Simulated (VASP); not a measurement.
# ZrB2: single point with LDA

Crystal: ZrB2.

```xyz
3
Lattice="3.1012 0.0000 0.0000 -1.5506 2.6857 0.0000 0.0000 0.0000 3.4889" Properties=species:S:1:pos:R:3 pbc="T T T"
Zr    0.0000    0.0000    0.0000
B     0.0000    1.7905    1.7445
B     1.5506    0.8952    1.7445
```

- Program: VASP 6.6.1
- Task: single point
- Functional: LDA
- Potentials or basis: VASP PAW LDA potentials, release 64 (Zr_sv, B)
- Cutoff: 520 eV
- k mesh: 15 × 15 × 12
- Occupations: gaussian, width 0.15 eV
- Spin: no spin polarisation

```json
{
 "Pressure": "6.2 GPa",
 "Band gap on the k mesh": "zero (bands 9 and 10 overlap by 1.09 eV)"
}
```

Stress tensor (GPa, compression positive):
```
7.51 0.00 0.00
0.00 7.51 0.00
0.00 0.00 3.50
```

Levels at points of the mesh, in eV from the Fermi level:
```csv
k point,band 6,band 7,band 8,band 9,band 10,band 11,band 12,band 13
"(0.00, 0.00, 0.00)",-2.72,-2.64,-2.64,-2.30,3.67,3.67,4.38,4.38
"(0.00, 0.00, 0.50)",-7.04,-0.91,-0.91,0.46,0.46,0.84,0.84,1.79
```

Run time: 2 min on 1 thread of Intel Xeon 8259CL, on a shared host, peak memory 0.2 GiB.

Caveat: the cell stands under pressure.
